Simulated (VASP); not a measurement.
AgAuC4N4: single point with PBE

The system is AgAuC4N4.

```
Ag C Au N
1.0
     6.24791    0.00000    0.00000
     0.00000    6.24791    0.00000
     0.00000    0.00000    6.24791
Ag C Au N
1 4 1 4
Direct
  0.50000 0.50000 0.50000
  0.19163 0.19163 0.19163
  0.19163 0.80837 0.80837
  0.80837 0.19163 0.80837
  0.80837 0.80837 0.19163
  0.00000 0.00000 0.00000
  0.29986 0.29986 0.29986
  0.29986 0.70014 0.70014
  0.70014 0.29986 0.70014
  0.70014 0.70014 0.29986
```

| Property | Result |
| --- | --- |
| Program | VASP 6.6.1 |
| Task | single point |
| Functional | PBE |
| Potentials or basis | VASP PAW PBE potentials, release 64 (Ag, C, Au, N) |
| Cutoff | 520 eV |
| k mesh | 4 × 4 × 4 |
| Occupations | gaussian, width 0.1 eV |
| Spin | collinear spin |
| Starting moments | [1.0, 0.0, 0.0, 0.0, 0.0, 1.0, 0.0, 0.0, 0.0, 0.0] μB |
| Dipole correction | no |
| Further INCAR settings | ALGO = Normal; EDIFF = 1e-06; NBANDS = 44 |

- Pressure: 0.4 GPa
- Largest force: 0.255 eV/Å
- Net moment: 1.74 μB per cell
- Site moments: Ag +0.29; C +0.07; Au +0.48; N +0.09 μB
- Valence electrons inside the program's atomic spheres: Ag 9.72; C 2.56; Au 9.77; N 3.85

Forces on the atoms (eV/Å):
```
Ag   0.000  0.000  0.000
C   -0.147 -0.147 -0.147
C   -0.147  0.147  0.147
C    0.147 -0.147  0.147
C    0.147  0.147 -0.147
Au   0.000  0.000  0.000
N    0.132  0.132  0.132
N    0.132 -0.132 -0.132
N   -0.132  0.132 -0.132
N   -0.132 -0.132  0.132
```

Levels at points of the mesh, in eV from the Fermi level:
Spin up:
| k point | band 27 | band 28 | band 29 | band 30 | band 31 | band 32 | band 33 | band 34 |
| --- | --- | --- | --- | --- | --- | --- | --- | --- |
| (0.00, 0.00, 0.00) | -0.92 | -0.57 | -0.57 | -0.57 | 5.26 | 5.26 | 5.26 | 5.82 |
| (0.50, 0.00, 0.00) | -0.79 | -0.45 | -0.07 | -0.07 | 5.20 | 5.20 | 5.48 | 5.73 |
| (0.50, 0.50, 0.00) | -0.81 | -0.47 | -0.09 | -0.09 | 5.42 | 5.45 | 5.45 | 5.64 |
| (0.50, 0.50, 0.50) | -0.93 | -0.51 | -0.51 | -0.51 | 5.51 | 5.51 | 5.51 | 6.02 |
Spin down:
```
           k point  band 26  band 27  band 28  band 29  band 30  band 31
(0.00, 0.00, 0.00)    -0.67    -0.67    -0.23    -0.23    -0.23     5.44
(0.50, 0.00, 0.00)    -1.07    -0.55    -0.14     0.25     0.25     5.36
(0.50, 0.50, 0.00)    -1.04    -0.57    -0.15     0.22     0.22     5.59
(0.50, 0.50, 0.50)    -0.68    -0.68    -0.18    -0.18    -0.18     5.69
```

Wall time 3.7 min on 1 thread of AMD EPYC 7R13, with other jobs on the host, peak memory 0.49 GiB.

Caveat: a moment this small can come from the mesh or the smearing; spin-orbit coupling is left out, which moves the levels of the heavy elements.
